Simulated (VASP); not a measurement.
Write the native input for VASP 6.6.1 that does the following.

```yaml
Task: relaxation of cell and atoms
Functional: PBEsol
Potentials_or_basis: VASP PAW PBE potentials, release 64 (Be, Cd, O)
Cutoff: 600 eV
k_mesh: 9 × 9 × 4
Occupations: fermi-dirac, width 0.03 eV
Spin: no spin polarisation
Dipole_correction: no
Further_INCAR_settings: ALGO = Normal; EDIFF = 1e-07; IBRION = 2; EDIFFG = -0.01; NSW = 100; ISIF = 3
```

The structure of BeCd2O3 lies in POSCAR:

```
BeCd2O3
1.0
    3.2704416100      0.0000000000      0.0000000000
   -1.6352208100      2.8322855200      0.0000000000
    0.0000000000      0.0000000000      8.0052827900
Be Cd O
1 2 3
Direct
    0.0000000000      0.0000000000      0.0000000000
    0.3333333300      0.6666666700      0.6559942900
    0.6666666700      0.3333333300      0.3440057100
    0.3333333300      0.6666666700      0.1659022100
    0.6666666700      0.3333333300      0.8340977900
    0.0000000000      0.0000000000      0.5000000000
```

These files were run (other wordings do the same):

INCAR

```
SYSTEM = BeCd2O3
PREC     = Accurate       ! precision mode
ENCUT    = 600            ! plane-wave cutoff, eV
EDIFF    = 1E-7           ! SCF threshold, eV
ISMEAR   = -1             ! smearing method
SIGMA    = 0.03           ! smearing width, eV
LREAL    = .False.        ! projectors in reciprocal space
LASPH    = .True.         ! aspherical terms in the spheres
NELM     = 120            ! most SCF steps
ALGO     = Normal         ! electronic algorithm
ISIF     = 3              ! what is computed and relaxed
LWAVE    = .False.        ! write WAVECAR
LCHARG   = .False.        ! write CHGCAR
GGA      = PS             ! functional
IBRION   = 2              ! ionic algorithm
NSW      = 100            ! ionic steps
EDIFFG   = -0.01          ! ionic threshold
GGA_COMPAT= .False.      
NELMIN   = 4
```

KPOINTS

```
regular mesh
0
Gamma
  9 9 4
  0 0 0
```

Potentials or basis: VASP PAW PBE potentials, release 64 (Be, Cd, O).

Command:

```bash
$ cat potpaw_PBE.64/Be/POTCAR potpaw_PBE.64/Cd/POTCAR potpaw_PBE.64/O/POTCAR > POTCAR
$ mpirun -np 1 vasp_std > vasp.out
```

It gave:

```
Relaxed volume                        : 10.58 Å³/atom
Relaxed cell                          : a = 3.034 Å, b = 3.034 Å, c = 7.962 Å, α = 90.00°, β = 90.00°, γ = 120.00°
Space group after relaxing (to 0.1 Å) : P-3m1 (No. 164)
Energy gained by relaxing             : 299.5 meV/atom
Ionic steps                           : 15
Pressure after relaxing               : 0.1 GPa
Largest force after relaxing          : 0.007 eV/Å
Band gap on the k mesh                : 0.36 eV (least direct gap 0.65 eV)
```

Caveat: semilocal functionals underestimate gaps, and a narrow one can read as zero; the PAW data sets were made with another functional, which shifts forces and pressure a little.

Wall time 20 min on 1 thread of Oxide Virtual Turin-like Processor (shared host), peak memory 0.26 GiB.
